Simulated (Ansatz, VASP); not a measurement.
# Two plane-wave programs on Pd

```
Pd
1.0
     2.58413    0.00000    0.00000
    -1.29206    2.23792    0.00000
     0.00000    0.00000    4.29708
Pd
2
Direct
  0.66667 0.33333 0.75000
  0.33333 0.66667 0.25000
```

Change from the starting cell: volume scaled by 0.8, no spin polarisation, PAW files.

Alike in both runs: task single point; functional PBE; k mesh 14 × 14 × 7; occupations fermi-dirac, width 0.05 eV; no spin polarisation.

|  | VASP | Ansatz |
| --- | --- | --- |
| version | VASP 6.6.1 | Ansatz 0.2.0 |
| potentials or method | VASP PAW PBE potentials, release 64 (Pd) | PAW with Ansatz's default frozen-core files, scalar-relativistic |
| plane-wave cutoff (eV) | 520 | 420 |
| valence electrons in the cell | 20 | 36 |

VASP gave:

* pressure (GPa): 63.0
* traceless stress, the component that is largest in VASP (GPa): 0.47

Q: Which values does Ansatz return?

A: Pressure (GPa): 63.6; traceless stress, the component that is largest in VASP (GPa): 0.50.

Both programs put the cell under a high pressure, so it lies far from rest at this level. With one functional, cell and mesh, what is left measures potentials, basis and numerics. VASP's potentials hold 20 valence electrons a cell and Ansatz's 36, so a difference there can come from the potentials and not from the codes.

Noted on VASP's run: the cell as given lies far from equilibrium.
